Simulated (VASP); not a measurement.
Here is a VASP 6.6.1 calculation.

INCAR

```
PREC = Accurate
ENCUT = 520
EDIFF = 1E-7
ISMEAR = 0
SIGMA = 0.15
LREAL = False
LASPH = True
NELM = 100
ALGO = Normal
ISIF = 2
LWAVE = False
LCHARG = False
GGA = PS
NBANDS = 12
```

File KPOINTS:

```
regular mesh
0
Gamma
  16 16 16
```

POSCAR

```
Y
1.0
    0.0000000000      2.5844000000      2.5844000000
    2.5844000000      0.0000000000      2.5844000000
    2.5844000000      2.5844000000      0.0000000000
Y
1
Direct
    0.0000000000      0.0000000000      0.0000000000
```

Potentials or basis: VASP PAW PBE potentials, release 64 (Y_sv).

The run is started by

```sh
$ cat potpaw_PBE.64/Y_sv/POTCAR > POTCAR
$ mpirun -np 1 vasp_std > vasp.out
```

(1) Predict the pressure.

Results:

(1) -4.0 GPa.

Caveat: the cell differs from its parent crystal (strain +0.040 along x and y, +0.040 along z); the PAW data sets were made with another functional, which shifts forces and pressure a little.
